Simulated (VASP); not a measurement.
# Zr2Si2C (P6/mmm) in VASP: further runs, part 2 of 2

VASP 6.6.1. The steps go on from the part before.

## 4. Single point, PBE

This run uses another cell than the first one, of 22.79 Å³/atom.

Contents of INCAR:

```
SYSTEM = Zr2Si2C
  PREC = Accurate
  ENCUT = 520
  EDIFF = 1E-7
  ISMEAR = 0
  SIGMA = 0.1
  LREAL = .False.
  LASPH = .True.
  NELM = 100
  ALGO = Fast
  ISIF = 2
  LWAVE = .False.
  LCHARG = .False.
  GGA = PE
  NBANDS = 26
```

Contents of KPOINTS:

```
Automatic mesh
0
Gamma
  12 12 6
  0 0 0
```

Contents of POSCAR:

```
Zr2Si2C
1.0
    4.6316816410      0.0000000000      0.0000000000
   -2.3158408205      4.0111539633      0.0000000000
    0.0000000000      0.0000000000      6.1324333450
Zr Si C
2 2 1
Direct
    0.6666666667      0.3333333333      0.5000000000
    0.3333333333      0.6666666667      0.5000000000
    0.0000000000      0.0000000000      0.7137221665
    0.0000000000      0.0000000000      0.2862778335
    0.0000000000      0.0000000000      0.0000000000
```

Started as:

```console
$ cat potpaw_PBE.64/Zr_sv/POTCAR potpaw_PBE.64/Si/POTCAR potpaw_PBE.64/C/POTCAR > POTCAR
$ mpirun -np 1 vasp_std > vasp.out
```

Run time: 11 min. Hardware: 1 thread of Oxide Virtual Turin-like, shared host; peak memory 0.35 GiB.

The run converged. Its results:

```
Free energy            : -33.1290 eV
Pressure               : 0.0 GPa
Band gap on the k mesh : zero (bands 18 and 19 overlap by 1.04 eV)
```

Forces in eV/Å, atoms in the order of the input:
```
Zr   0.000  0.000  0.000
Zr   0.000  0.000  0.000
Si   0.000  0.000 -0.003
Si   0.000  0.000  0.003
C    0.000  0.000  0.000
```

Levels at points of the mesh, in eV from the Fermi level:
```
           k point  band 15  band 16  band 17  band 18  band 19  band 20  band 21  band 22
(0.00, 0.00, 0.00)    -0.46    -0.46    -0.38    -0.16    -0.16     0.10     0.10     1.44
(0.50, 0.00, 0.00)    -1.53    -1.04    -0.96    -0.92    -0.71     1.38     1.68     2.19
(0.00, 0.00, 0.50)    -1.76    -1.76    -0.51    -0.51     0.16     1.45     1.45     1.93
(0.50, 0.00, 0.50)    -2.76    -2.14    -0.90     0.11     0.56     0.99     1.43     1.81
```

## 5. Single point, PBE, collinear spin

This run uses another cell than the first one, of 22.81 Å³/atom.

Contents of INCAR:

```
SYSTEM = Zr2Si2C
  PREC = Accurate
  ENCUT = 520
  EDIFF = 1E-7
  ISMEAR = 0
  SIGMA = 0.1
  LREAL = .False.
  LASPH = .True.
  NELM = 150
  ALGO = Normal
  ISIF = 2
  LWAVE = .False.
  LCHARG = .False.
  ISPIN = 2
  MAGMOM = 1 1 0 0 0
  LORBIT = 11
  LMAXMIX = 4
  GGA = PE
  NBANDS = 30
```

Contents of KPOINTS:

```
regular mesh
0
Gamma
  6 6 4
  0 0 0
```

Contents of POSCAR:

```
Zr2Si2C
1.0
    4.6367083583      0.0000000000      0.0000000000
   -2.3183541792      4.0155072283      0.0000000000
    0.0000000000      0.0000000000      6.1259910644
Zr Si C
2 2 1
Direct
    0.6666666667      0.3333333333      0.5000000000
    0.3333333333      0.6666666667      0.5000000000
    0.0000000000      0.0000000000      0.7134221436
    0.0000000000      0.0000000000      0.2865778564
    0.0000000000      0.0000000000      0.0000000000
```

Started as:

```console
$ cat potpaw_PBE.64/Zr_sv/POTCAR potpaw_PBE.64/Si/POTCAR potpaw_PBE.64/C/POTCAR > POTCAR
$ mpirun -np 1 vasp_std > vasp.out
```

Run time: 4.7 min. Hardware: 1 thread of Oxide Virtual Turin-like, shared host; peak memory 0.3 GiB.

Results (log left out):

* Free energy: -33.1152 eV
* Pressure: 0.0 GPa
* Band gap on the k mesh: zero (filled and empty bands overlap)
* Net moment: 0.00 μB per cell
* Valence electrons inside the program's atomic spheres: Zr 10.04; Si 1.65; C 2.36

Levels at points of the mesh, in eV from the Fermi level:
Spin up:
```tsv
k point	band 16	band 17	band 18	band 19	band 20	band 21
(0.00, 0.00, 0.00)	-0.51	-0.42	-0.22	-0.22	0.05	0.05
(0.50, 0.00, 0.00)	-1.08	-1.01	-0.97	-0.76	1.33	1.63
(0.00, 0.00, 0.50)	-1.82	-0.56	-0.56	0.11	1.41	1.41
(0.50, 0.00, 0.50)	-2.19	-0.94	0.06	0.52	0.94	1.38
```
Spin down:
| k point | band 15 | band 16 | band 17 | band 18 | band 19 | band 20 | band 21 | band 22 |
| --- | --- | --- | --- | --- | --- | --- | --- | --- |
| (0.00, 0.00, 0.00) | -0.51 | -0.51 | -0.42 | -0.22 | -0.22 | 0.05 | 0.05 | 1.39 |
| (0.50, 0.00, 0.00) | -1.57 | -1.08 | -1.01 | -0.97 | -0.76 | 1.33 | 1.63 | 2.13 |
| (0.00, 0.00, 0.50) | -1.82 | -1.82 | -0.56 | -0.56 | 0.11 | 1.41 | 1.41 | 1.88 |
| (0.50, 0.00, 0.50) | -2.82 | -2.19 | -0.94 | 0.06 | 0.52 | 0.94 | 1.38 | 1.76 |

## 6. Single point, PBE

This run uses another cell than the first one: it holds 10 atoms, not 5.

Contents of INCAR:

```
SYSTEM = Zr2Si2C
PREC = Accurate
ENCUT = 520
EDIFF = 1E-6
ISMEAR = 0
SIGMA = 0.2
LREAL = .FALSE.
LASPH = .TRUE.
NELM = 80
ALGO = Fast
ISIF = 2
LWAVE = .FALSE.
LCHARG = .FALSE.
GGA = PE
NBANDS = 47
```

Contents of KPOINTS:

```
Automatic mesh
0
G
  6 4 4
  0 0 0
```

Contents of POSCAR:

```
Zr2Si2C
1.0
   -4.6316816410      0.0000000000      0.0000000000
    0.0000000000      0.0000000000     -6.1324333450
    0.0000000000     -8.0223079266      0.0000000000
Zr Si C
4 4 2
Direct
    0.5000000000      0.5000000000      0.8333333333
    0.0000000000      0.5000000000      0.3333333333
    0.0000000000      0.5000000000      0.6666666667
    0.5000000000      0.5000000000      0.1666666667
    0.5000000000      0.2862778335      0.5000000000
    0.0000000000      0.2862778335      0.0000000000
    0.0000000000      0.7137221665      1.0000000000
    0.5000000000      0.7137221665      0.5000000000
    0.5000000000      0.0000000000      0.5000000000
    1.0000000000      0.0000000000      1.0000000000
```

Potentials or basis: VASP PAW PBE potentials, release 64 (Zr_sv, Si, C).

Started as:

```console
$ cat potpaw_PBE.64/Zr_sv/POTCAR potpaw_PBE.64/Si/POTCAR potpaw_PBE.64/C/POTCAR > POTCAR
$ mpirun -np 1 vasp_std > vasp.out
```

OUTCAR:

```text
SYSTEM = Zr2Si2C
   PREC = Accurate
   ENCUT = 520
   EDIFF = 1E-6
   ISMEAR = 0
   LREAL = .FALSE.
   LASPH = .TRUE.
   NELM = 80
   ISIF = 2
   GGA = PE

 ion  position               nearest neighbor table
   1  0.500  0.500  0.833-   3 2.67   3 2.67   4 2.67   8 2.98   5 2.98   6 2.98   7 2.98   6 2.98
                             7 2.98
   2  0.000  0.500  0.333-   4 2.67   4 2.67   3 2.67   7 2.98   6 2.98   8 2.98   5 2.98   5 2.98
                             8 2.98
   3  0.000  0.500  0.667-   1 2.67   1 2.67   2 2.67   7 2.98   6 2.98   8 2.98   5 2.98   5 2.98
                             8 2.98
   4  0.500  0.500  0.167-   2 2.67   2 2.67   1 2.67   8 2.98   5 2.98   6 2.98   7 2.98   6 2.98
                             7 2.98
   5  0.500  0.286  0.500-   9 1.76   8 2.62   1 2.98   4 2.98   3 2.98   2 2.98   2 2.98   3 2.98

   6  0.000  0.286  0.000-  10 1.76   7 2.62   2 2.98   3 2.98   1 2.98   4 2.98   1 2.98   4 2.98

   7  0.000  0.714  0.000-  10 1.76   6 2.62   2 2.98   3 2.98   1 2.98   4 2.98   1 2.98   4 2.98

   8  0.500  0.714  0.500-   9 1.76   5 2.62   1 2.98   4 2.98   3 2.98   2 2.98   2 2.98   3 2.98

   9  0.500  0.000  0.500-   5 1.76   8 1.76
[... 231 lines left out ...]
      6     -22.5017      2.00000
[... 1189 lines left out ...]
     46       7.5927      0.00000
     47       7.9586      0.00000

 [... further k-points ...]

------------------------ aborting loop because EDIFF is reached ----------------------------------------

  FORCE on cell =-STRESS in cart. coord.  units (eV):
  Direction    XX          YY          ZZ          XY          YZ          ZX
  --------------------------------------------------------------------------------------
  -------------------------------------------------------------------------------------
  Total        0.0971270     -0.0077981      0.0978663      0.0000000      0.0000000      0.0000000
  in kB        0.6829353     -0.0548313      0.6881339      0.0000000      0.0000000      0.0000000
  external PRESSURE =       0.4387460 kB  Pullay stress =       0.0000000 kB

 VOLUME and BASIS-vectors are now :
 -----------------------------------------------------------------------------
  energy-cutoff  :      520.00
  volume of cell :      227.86
      direct lattice vectors                 reciprocal lattice vectors
    -4.631681641  0.000000000  0.000000000    -0.215904304  0.000000000  0.000000000
     0.000000000  0.000000000 -6.132433345     0.000000000  0.000000000 -0.163067406
     0.000000000 -8.022307927  0.000000000     0.000000000 -0.124652408  0.000000000

 POSITION                                       TOTAL-FORCE (eV/Angst)
 -----------------------------------------------------------------------------------
     -2.31584     -6.68526     -3.06622         0.000000      0.008136     -0.000000
      0.00000     -2.67410     -3.06622        -0.000000      0.008136     -0.000000
      0.00000     -5.34821     -3.06622        -0.000000     -0.008136     -0.000000
     -2.31584     -1.33705     -3.06622        -0.000000     -0.008136     -0.000000
     -2.31584     -4.01115     -1.75558        -0.000000      0.000000      0.009653
      0.00000      0.00000     -1.75558         0.000000     -0.000000      0.009653
      0.00000      0.00000     -4.37685        -0.000000      0.000000     -0.009653
     -2.31584     -4.01115     -4.37685        -0.000000      0.000000     -0.009653
     -2.31584     -4.01115      0.00000        -0.000000     -0.000000     -0.000000
      0.00000      0.00000      0.00000        -0.000000     -0.000000     -0.000000
 -----------------------------------------------------------------------------------
    total drift:                               -0.000000     -0.000000     -0.000000

  FREE ENERGIE OF THE ION-ELECTRON SYSTEM (eV)
  ---------------------------------------------------
  free  energy   TOTEN  =       -66.3055079978 eV

  energy  without entropy=      -66.1502215227  energy(sigma->0) =      -66.22786476
```

OSZICAR:

```text
N       E                     dE             d eps       ncg     rms          rms(c)
DAV:   1     0.612673996890E+03    0.61267E+03   -0.34934E+04  3392   0.141E+03
DAV:   2    -0.141785105285E+02   -0.62685E+03   -0.61150E+03  3933   0.382E+02
DAV:   3    -0.682641493349E+02   -0.54086E+02   -0.52852E+02  5352   0.873E+01
[... 17 lines left out ...]
RMM:  21    -0.663055026301E+02   -0.30360E-05   -0.32089E-05  3685   0.755E-03    0.171E-03
RMM:  22    -0.663055044304E+02   -0.18003E-05   -0.20475E-05  3215   0.600E-03    0.203E-03
RMM:  23    -0.663055060508E+02   -0.16205E-05   -0.16600E-05  3112   0.537E-03    0.137E-03
RMM:  24    -0.663055071577E+02   -0.11069E-05   -0.11510E-05  2814   0.486E-03    0.910E-04
RMM:  25    -0.663055079978E+02   -0.84013E-06   -0.96530E-06  2597   0.450E-03
   1 F= -.66305508E+02 E0= -.66227865E+02  d E =-.155286E+00
```

stdout:

```text
POSCAR found type information on POSCAR ZrSiC
 POSCAR found :  3 types and      10 ions
 scaLAPACK will be used
 LDA part: xc-table for (Slater+PW92), standard interpolation
 POSCAR, INCAR and KPOINTS ok, starting setup
 FFT: planning ... GRIDC
 FFT: planning ... GRID_SOFT
 FFT: planning ... GRID
 WAVECAR not read
 entering main loop
WARNING in EDDRMM: call to ZHEGV failed, returncode =   6  3     40
WARNING in EDDRMM: call to ZHEGV failed, returncode =   6  3     30
WARNING in EDDRMM: call to ZHEGV failed, returncode =   6  3      7
WARNING in EDDRMM: call to ZHEGV failed, returncode =   6  3     39
WARNING in EDDRMM: call to ZHEGV failed, returncode =   6  3     13
WARNING in EDDRMM: call to ZHEGV failed, returncode =   6  3     23
WARNING in EDDRMM: call to ZHEGV failed, returncode =   6  3     12
WARNING in EDDRMM: call to ZHEGV failed, returncode =   6  3     37
WARNING in EDDRMM: call to ZHEGV failed, returncode =   6  3     11
WARNING in EDDRMM: call to ZHEGV failed, returncode =   6  3     14
WARNING in EDDRMM: call to ZHEGV failed, returncode =   8  4      7
WARNING in EDDRMM: call to ZHEGV failed, returncode =   6  3     21
WARNING in EDDRMM: call to ZHEGV failed, returncode =   8  4     40
WARNING in EDDRMM: call to ZHEGV failed, returncode =   6  3     38
WARNING in EDDRMM: call to ZHEGV failed, returncode =   6  3     20
WARNING in EDDRMM: call to ZHEGV failed, returncode =   6  3     39
WARNING in EDDRMM: call to ZHEGV failed, returncode =   8  4     41
WARNING in EDDRMM: call to ZHEGV failed, returncode =   6  3     34
```

It took 21 min on 1 thread of Oxide Virtual Turin-like, shared host; peak memory 0.46 GiB.

Results:

```yaml
Free_energy: -66.3055 eV
Pressure: 0.0 GPa
Largest_force: 0.010 eV/Å
Band_gap_on_the_k_mesh: zero (bands 36 and 37 overlap by 0.96 eV)
```

Forces on the atoms (eV/Å):
```
Zr   0.000  0.008  0.000
Zr   0.000  0.008  0.000
Zr   0.000 -0.008  0.000
Zr   0.000 -0.008  0.000
Si   0.000  0.000  0.010
Si   0.000  0.000  0.010
Si   0.000  0.000 -0.010
Si   0.000  0.000 -0.010
C    0.000  0.000  0.000
C    0.000  0.000  0.000
```

## 7. The runs side by side

| spin | cell | k mesh | smearing | gap on the mesh (eV) | pressure (GPa) | largest force (eV/Å) |
| --- | --- | --- | --- | --- | --- | --- |
| off | a = 4.617, b = 4.617, c = 5.127 Å, angles 90.0, 90.0, 120.0°, 5 atoms, atomic positions A | 6 × 6 × 4 | gaussian 0.1 eV | none | 36.6 | 16.07 |
| off | a = 4.637, b = 4.637, c = 6.126 Å, angles 90.0, 90.0, 120.0°, 5 atoms, atomic positions B | 6 × 6 × 4 | gaussian 0.1 eV | none | 0.0 | - |
| off | a = 4.632, b = 4.632, c = 6.132 Å, angles 90.0, 90.0, 120.0°, 5 atoms, atomic positions C | 12 × 12 × 6 | gaussian 0.1 eV | none | 0.0 | - |
| collinear | a = 4.637, b = 4.637, c = 6.126 Å, angles 90.0, 90.0, 120.0°, 5 atoms, atomic positions B | 6 × 6 × 4 | gaussian 0.1 eV | none | 0.0 | - |
| off | a = 4.632, b = 6.132, c = 8.022 Å, 10 atoms, atomic positions D | 6 × 4 × 4 | gaussian 0.2 eV | none | 0.0 | 0.01 |

Alike in all rows: task single point; level PBE; potentials or basis VASP PAW PBE potentials, release 64 (Zr_sv, Si, C); cutoff (eV) 520.

Caveats: the stress differs along the axes, from 5 to 99 GPa (at least some runs); forces of over 1 eV/Å act on the atoms, so gaps and moduli don't describe the material at rest (at least some runs).

Absolute energies hang on the potentials; compare differences alone.
